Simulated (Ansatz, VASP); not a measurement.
# Ge: VASP beside Ansatz

```
Ge
1.0
     0.00000    2.66281    2.66281
     2.66281    0.00000    2.66281
     2.66281    2.66281    0.00000
Ge
2
Direct
  0.87500 0.87500 0.87500
  0.12500 0.12500 0.12500
```

Change from the starting cell: volume scaled by 0.85, crystal datasets.

Alike in both runs: task single point; functional LDA; k mesh 13 × 13 × 13; occupations fermi-dirac, width 0.05 eV; no spin polarisation.

|  | VASP | Ansatz |
| --- | --- | --- |
| version | VASP 6.6.1 | Ansatz 0.2.0 |
| potentials or method | VASP PAW LDA potentials, release 64 (Ge_d), cutoff 500 eV | all-electron PAW with datasets made for the crystal, scalar-relativistic |

VASP gave:

* pressure (GPa): 17.4

Estimate Ansatz's values.

pressure (GPa): 17.2.

LDA's correlation is that of Perdew and Zunger in VASP and of Perdew and Wang (1992) in Ansatz. Ansatz ran all-electron here, and VASP with PAW potentials.
